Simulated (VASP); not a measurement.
Here is a VASP 6.6.1 calculation.

File POSCAR:

```
NaCl
1.0
    3.4595458649      0.0000000000      0.0000000000
    0.0000000000      3.4595458649      0.0000000000
    0.0000000000      0.0000000000      3.4595458649
Na Cl
1 1
Direct
    0.0000000000      0.0000000000      0.0000000000
    0.5000000000      0.5000000000      0.5000000000
```

The input INCAR.step1:

```
PREC     = Accurate       # precision mode
ENCUT    = 520            # plane-wave cutoff, eV
EDIFF    = 1E-5           # SCF threshold, eV
ISMEAR   = 0              # smearing method
SIGMA    = 0.01           # smearing width, eV
LREAL    = F              # projectors in reciprocal space
LASPH    = T              # aspherical terms in the spheres
NELM     = 100            # most SCF steps
ALGO     = Normal         # electronic algorithm
ISIF     = 2              # what is computed and relaxed
LWAVE    = T              # write WAVECAR
LCHARG   = F              # write CHGCAR
GGA      = PE             # functional
NBANDS   = 14             # bands
```

File INCAR.step2:

```
PREC     = Accurate       # precision mode
ENCUT    = 520            # plane-wave cutoff, eV
EDIFF    = 1E-7           # SCF threshold, eV
ISMEAR   = 0              # smearing method
SIGMA    = 0.01           # smearing width, eV
LREAL    = F              # projectors in reciprocal space
LASPH    = T              # aspherical terms in the spheres
NELM     = 100            # most SCF steps
ALGO     = Normal         # electronic algorithm
ISIF     = 2              # what is computed and relaxed
LWAVE    = F              # write WAVECAR
LCHARG   = F              # write CHGCAR
GGA      = PE             # functional
LHFCALC  = T              # exact exchange
HFSCREEN = 0.2079         # screening, 1/A
PRECFOCK = Normal       
ISTART   = 1            
NBANDS   = 14             # bands
```

KPOINTS

```
Automatic mesh
0
Gamma
  4 4 4
```

Potentials or basis: VASP PAW PBE potentials, release 64 (Na_pv, Cl).

Command:

```console
$ cat potpaw_PBE.64/Na_pv/POTCAR potpaw_PBE.64/Cl/POTCAR > POTCAR
$ cp INCAR.step1 INCAR
$ mpirun -np 1 vasp_std > vasp.out
$ cp INCAR.step2 INCAR
$ mpirun -np 1 vasp_std > vasp.out
```

Question: Predict the pressure.

Answer: 0.6 GPa.

Question: Estimate the band gap on the k mesh.

Answer: 5.42 eV, indirect (least direct gap 5.99 eV).

Caveat: the k points lie up to 0.45 Å⁻¹ apart; the PAW data sets were made with another functional, which shifts forces and pressure a little. A k mesh can miss the band edges.
